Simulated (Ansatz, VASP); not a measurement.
# Two plane-wave programs on Si

POSCAR

```
Si
1.0
    0.0000000000      2.7154700000      2.6475832500
    2.7154700000      0.0000000000      2.6475832500
    2.7154700000      2.7154700000      0.0000000000
Si
2
Direct
    0.5000000000      0.5000000000      0.5000000000
    0.7500000000      0.7500000000      0.7500000000
```

The input INCAR.step1:

```
SYSTEM = Si
ALGO     = Normal         ! electronic algorithm
EDIFF    = 1E-4           ! SCF threshold, eV
ENCUT    = 520            ! plane-wave cutoff, eV
GGA      = PE             ! functional
ISMEAR   = 0              ! smearing method
LASPH    = .True.         ! aspherical terms in the spheres
LCHARG   = .False.        ! write CHGCAR
LREAL    = .False.        ! projectors in reciprocal space
LWAVE    = .True.         ! write WAVECAR
NBANDS   = 11             ! bands
NELM     = 80             ! most SCF steps
PREC     = Accurate       ! precision mode
SIGMA    = 0.05           ! smearing width, eV
```

The input INCAR.step2:

```
SYSTEM = Si
ALGO     = Normal         ! electronic algorithm
EDIFF    = 1E-6           ! SCF threshold, eV
ENCUT    = 520            ! plane-wave cutoff, eV
ISIF     = 2              ! what is computed and relaxed
ISMEAR   = 0              ! smearing method
ISTART   = 1            
LASPH    = .True.         ! aspherical terms in the spheres
LCHARG   = .True.         ! write CHGCAR
LELF     = .True.         ! ELF
LMIXTAU  = .True.       
LREAL    = .False.        ! projectors in reciprocal space
LVHAR    = .True.       
LWAVE    = .False.        ! write WAVECAR
METAGGA  = R2SCAN         ! meta-GGA
NBANDS   = 11             ! bands
NELM     = 80             ! most SCF steps
PREC     = Accurate       ! precision mode
SIGMA    = 0.05           ! smearing width, eV
```

File KPOINTS:

```
k-points
0
Gamma
  10 10 10
  0 0 0
```

Input for Ansatz:

```yaml
crystal:
  lattice:
    - [0.0, 2.71547, 2.64758325]
    - [2.71547, 0.0, 2.64758325]
    - [2.71547, 2.71547, 0.0]
  atoms:
    - { symbol: Si, position: [0.5, 0.5, 0.5] }
    - { symbol: Si, position: [0.75, 0.75, 0.75] }
basis:
  ecutwfc: 500
kpoints:
  mp_grid: { grid: [10, 10, 10] }
hamiltonian:
  xc: r2scan
scf:
  occupations: { method: gaussian, width: 0.05 }
output:
  forces: true
  stress: true
  eigenvalues: true
```

Change from the starting cell: strain -0.0250 x Voigt [0, 0, 1, 0, 0, 0], atoms carried along.

Alike in both runs: task single point; functional r2SCAN; k mesh 10 × 10 × 10; occupations gaussian, width 0.05 eV; no spin polarisation.

|  | VASP | Ansatz |
| --- | --- | --- |
| version | VASP 6.6.1 | Ansatz 0.2.0 |
| potentials or method | VASP PAW PBE potentials, release 64 (Si), cutoff 520 eV | scalar-relativistic, plane waves, PAW |
| valence electrons in the cell | 8 | 8 |

|  | VASP | Ansatz | Ansatz less VASP |
| --- | --- | --- | --- |
| gap on the k mesh at the Fermi level (eV) | 0.45 | 0.43 | -0.016 |
| least direct gap on the mesh (eV) | 2.58 | 2.56 | -0.017 |
| pressure (GPa) | 3.1 | 3.4 | +0.25 |
| traceless stress, the component that is largest in VASP (GPa) | 1.74 | 1.72 | -0.013 |

VASP's potentials were made for PBE, not for r2SCAN.
